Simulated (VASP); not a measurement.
Set up this calculation in VASP 6.6.1, as the native input.

- Task: single point
- Functional: PBE
- Potentials or basis: VASP PAW PBE potentials, release 64 (P, F, Ca_sv)
- Cutoff: 520 eV
- k mesh: 4 × 4 × 4
- Occupations: fermi-dirac, width 0.0329 eV
- Spin: no spin polarisation
- Dipole correction: no
- Further INCAR settings: ALGO = Normal; EDIFF = 1e-06; NBANDS = 44

The structure of Ca2PF6 lies in POSCAR:

```
Ca2PF6
1.0
    2.9091390000      5.0387720000      0.0000000000
   -2.9091390000      5.0387720000      0.0000000000
    0.0000000000      0.0000000000      4.5710470000
P F Ca
1 6 2
Direct
    0.0000000000      0.0000000000      0.0000000000
    0.1360000000      0.7280000000      0.2000000000
    0.1360000000      0.1360000000      0.2000000000
    0.7280000000      0.1360000000      0.2000000000
    0.8640000000      0.2720000000      0.8000000000
    0.2720000000      0.8640000000      0.8000000000
    0.8640000000      0.8640000000      0.8000000000
    0.3333300000      0.3333400000      0.6900000000
    0.6666700000      0.6666600000      0.3100000000
```

The input as run:

INCAR

```
ALGO = Normal ; EDIFF = 1E-6
ENCUT = 520 ; GGA = PE
ISIF = 2 ; ISMEAR = -1
LASPH = T ; LCHARG = T
LELF = T ; LREAL = F
LVHAR = T ; LWAVE = F
NBANDS = 44 ; NELM = 80
PREC = Accurate ; SIGMA = 0.0329
```

KPOINTS

```
k-points
0
Gamma
  4 4 4
```

Potentials or basis: VASP PAW PBE potentials, release 64 (P, F, Ca_sv).

The run is started by

```bash
$ cat potpaw_PBE.64/P/POTCAR potpaw_PBE.64/F/POTCAR potpaw_PBE.64/Ca_sv/POTCAR > POTCAR
$ mpirun -np 1 vasp_std > vasp.out
```

It gave:

```json
{
 "Pressure": "12.4 GPa",
 "Largest force": "1.263 eV/Å"
}
```

Caveat: an odd number of electrons without spin polarisation forces a metal; a magnetic or distorted state may lie lower.

It took 3.8 min on 1 thread of Intel(R) Xeon(R) Platinum 8375C CPU @ 2.90GHz (Ice Lake), with other jobs on the host, peak memory 0.33 GiB.
